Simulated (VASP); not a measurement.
Runs of VASP 6.6.1 on Yb. The structure is that of space group Fm-3m (No. 225), or close to it. The cells are those of the table. 

| task | level | spin | cell | smearing | gap on the mesh (eV) | pressure (GPa) |
| --- | --- | --- | --- | --- | --- | --- |
| single point | PBEsol | off | a = 3.879 Å, angles 60.0°, 1 atom | fermi-dirac 0.05 eV | none | -3.3 |
| electric field gradients | PBE | off | a = 3.879 Å, angles 60.0°, 1 atom | fermi-dirac 0.05 eV | none | (a) |
| single point | PBE | non-collinear, zero start, SOC | a = 3.879 Å, angles 60.0°, 1 atom | fermi-dirac 0.05 eV | - | (b) |
| single point | PBE | off | a = 3.879 Å, angles 60.0°, 1 atom | fermi-dirac 0.05 eV | none | -2.3 |
| electric field gradients | PBE | off | a = 3.827 Å, angles 60.0°, 1 atom | fermi-dirac 0.05 eV | none | -2.0 |
| electric field gradients | PBEsol | off | a = 3.879 Å, angles 60.0°, 1 atom | fermi-dirac 0.05 eV | none | -3.6 |
| single point | PBE | off | a = 3.827 Å, angles 60.0°, 1 atom | methfessel-paxton 0.05 eV | none | -2.7 |

Alike in all rows: potentials or basis VASP PAW PBE potentials, release 64 (Yb); k mesh 12 × 12 × 12; cutoff (eV) 520.

Problem. Estimate the missing entries.

Solution. (a) -2.4; (b) -2.9.

Caveats: spin-orbit coupling is left out, which moves the levels of the heavy elements (at least some runs); the cell stands under tension (at least some runs); the PAW data sets were made with another functional, which shifts forces and pressure a little (at least some runs).

A k mesh can miss the band edges, and rows without SOC leave out spin-orbit coupling on Yb.

A gap of «none» marks levels without a gap at the run's occupations.
